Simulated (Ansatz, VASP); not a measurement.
VSi2 in VASP and in Ansatz

The input INCAR:

```
SYSTEM = VSi2
  PREC = Accurate
  ENCUT = 520
  EDIFF = 1E-6
  ISMEAR = -1
  SIGMA = 0.05
  LREAL = .FALSE.
  LASPH = .TRUE.
  NELM = 150
  ALGO = Normal
  ISIF = 2
  LWAVE = .FALSE.
  LCHARG = .FALSE.
  ISPIN = 2
  MAGMOM = 2 2 2 0 0 0 0 0 0
  LORBIT = 11
  LMAXMIX = 4
  GGA = PS
  NBANDS = 46
```

File KPOINTS:

```
regular mesh
0
G
  7 7 4
  0 0 0
```

POSCAR

```
VSi2
1.0
    4.5347995798      0.0000000000      0.0000000000
   -2.2673997899      3.9272516372      0.0000000000
    0.0000000000      0.0000000000      6.3189006300
V Si
3 6
Direct
    0.5000000000      0.0000000000      0.5000000000
    0.5000000000      0.5000000000      0.8333333333
    0.0000000000      0.5000000000      0.1666666667
    0.3249864500      0.1624932250      0.1666666667
    0.8375067750      0.1624932250      0.8333333333
    0.1624932250      0.3249864500      0.5000000000
    0.6750135500      0.8375067750      0.1666666667
    0.1624932250      0.8375067750      0.8333333333
    0.8375067750      0.6750135500      0.5000000000
```

File input.yaml:

```yaml
crystal:
  lattice:
    - [4.5347995798, 0.0, 0.0]
    - [-2.2673997899, 3.9272516372, 0.0]
    - [0.0, 0.0, 6.31890063]
  atoms:
    - { symbol: V, position: [0.5, 0.0, 0.5], spin: 2.0 }
    - { symbol: V, position: [0.5, 0.5, 0.8333333333], spin: 2.0 }
    - { symbol: V, position: [0.0, 0.5, 0.1666666667], spin: 2.0 }
    - { symbol: Si, position: [0.32498645, 0.162493225, 0.1666666667] }
    - { symbol: Si, position: [0.837506775, 0.162493225, 0.8333333333] }
    - { symbol: Si, position: [0.162493225, 0.32498645, 0.5] }
    - { symbol: Si, position: [0.67501355, 0.837506775, 0.1666666667] }
    - { symbol: Si, position: [0.162493225, 0.837506775, 0.8333333333] }
    - { symbol: Si, position: [0.837506775, 0.67501355, 0.5] }
kpoints:
  mp_grid: { grid: [7, 7, 4] }
  band_path:
    path:
      - [0.0, 0.0, 0.0]
      - [0.5, 0.0, 0.0]
      - [0.3333333333, 0.3333333333, 0.0]
      - [0.0, 0.0, 0.0]
      - [0.0, 0.0, 0.5]
      - [0.5, 0.0, 0.5]
      - [0.3333333333, 0.3333333333, 0.5]
      - [0.0, 0.0, 0.5]
    npoints: 8
scf:
  occupations: { method: fermi_dirac, width: 0.05 }
hamiltonian:
  xc: pbesol
  pseudopotentials: { kind: all_electron, lapw: { basis_error: 0.002 } }
magnetization:
  spin_polarized: true
output:
  forces: true
  stress: true
  eigenvalues: true
```

Alike in both runs: functional PBEsol; k mesh 7 × 7 × 4; occupations fermi-dirac, width 0.05 eV; collinear spin.

|  | VASP | Ansatz |
| --- | --- | --- |
| version | VASP 6.6.1 | Ansatz 0.2.0 |
| potentials or method | VASP PAW PBE potentials, release 64 (V_sv, Si), cutoff 520 eV | all-electron LAPW, scalar-relativistic |
| task | single point | band structure |

```tsv
	VASP	Ansatz	Ansatz less VASP
gap on the k mesh at the Fermi level (eV)	none	none	-
pressure (GPa)	-0.6	-0.8	-0.25
traceless stress, the component that is largest in VASP (GPa)	0.94	0.89	-0.050
rms of the force components (eV/Å)	0.047	0.046	-0.0008
net moment per atom (μB)	0.00	0.00	0.000
```

VASP's potentials were made for PBE, not for PBEsol. Atom by atom the forces differ by 0.001 eV/Å (rms over components). A gap of «none» marks a metal or a gap that the smearing closes. Ansatz ran all-electron here, and VASP with PAW potentials.
